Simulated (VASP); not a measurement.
ZnO (zincite): relaxation of cell and atoms with revPBE+D4

Crystal: ZnO (zincite).

```xyz
4
Lattice="3.2493 0.0000 0.0000 -1.6247 2.8140 0.0000 0.0000 0.0000 5.2057" Properties=species:S:1:pos:R:3 pbc="T T T"
Zn    1.6247    0.9380    0.0000
Zn    0.0000    1.8760    2.6029
O     0.0000    1.8760    4.5759
O     1.6247    0.9380    1.9730
```

```json
{
 "Program": "VASP 6.6.1",
 "Task": "relaxation of cell and atoms",
 "Functional": "revPBE",
 "Dispersion": "D4",
 "Potentials or basis": "VASP PAW PBE potentials, release 64 (Zn, O)",
 "Cutoff": "600 eV",
 "k mesh": "9 × 9 × 5",
 "Occupations": "fermi-dirac, width 0.05 eV",
 "Spin": "no spin polarisation",
 "Dipole correction": "no",
 "Further INCAR settings": "ALGO = Normal; EDIFF = 1e-06; IBRION = 2; EDIFFG = -0.01; NSW = 60; ISIF = 3"
}
```

The relaxed volume is 12.06 Å³/atom. The relaxed cell is a = 3.255 Å, b = 3.255 Å, c = 5.255 Å, α = 90.00°, β = 90.00°, γ = 120.00°. The space group after relaxing (to 0.05 Å) is P6_3mc (No. 186). The energy gained by relaxing is 1.4 meV/atom. The ionic steps are 10, the pressure after relaxing is 0.1 GPa and the largest force after relaxing is 0.004 eV/Å. The band gap on the k mesh is 0.83 eV, direct and the dispersion energy per atom is -0.456 eV.

Forces in eV/Å, atoms in the order of the input:
```
Zn   0.000  0.000  0.004
Zn   0.000  0.000  0.004
O    0.000  0.000 -0.004
O    0.000  0.000 -0.004
```

The path:
```
step  energy change (eV)  largest force (eV/Å)  pressure (GPa)  volume (Å³)
   1              0.0000                0.0711            2.03        47.60
   2             -0.0041                0.0366           -0.91        48.65
   3             -0.0053                0.0047           -0.06        48.29
   4             -0.0053                0.0058           -0.02        48.31
   5             -0.0050                0.0218           -0.52        48.48
   6             -0.0053                0.0073           -0.10        48.32
   7             -0.0053                0.0146           -0.08        48.30
   8             -0.0053                0.0210           -0.03        48.28
   9             -0.0054                0.0141            0.02        48.26
  10             -0.0054                0.0037            0.09        48.23
```

Final structure:
```
CELL_PARAMETERS angstrom
3.25536 0.00000 0.00000
-1.62768 2.81923 0.00000
0.00000 0.00000 5.25498
ATOMIC_POSITIONS crystal
Zn 0.66667 0.33333 0.00001
Zn 0.33333 0.66667 0.50001
O 0.33333 0.66667 0.87900
O 0.66667 0.33333 0.37900
```

Levels at points of the mesh, in eV from the valence-band top:
```csv
k point,band 14,band 15,band 16,band 17,band 18,band 19,band 20,band 21,band 22
"(0.00, 0.00, 0.00)",-0.78,-0.78,-0.08,0.00,0.00,0.83,5.25,8.23,12.92
```

Wall time 2.1 min on 1 thread of Intel(R) Xeon(R) 6975P-C (Granite Rapids), on a shared host, peak memory 0.2 GiB.

Caveat: the PAW data sets were made with another functional, which shifts forces and pressure a little. Zero-point motion and thermal expansion aren't in these numbers.
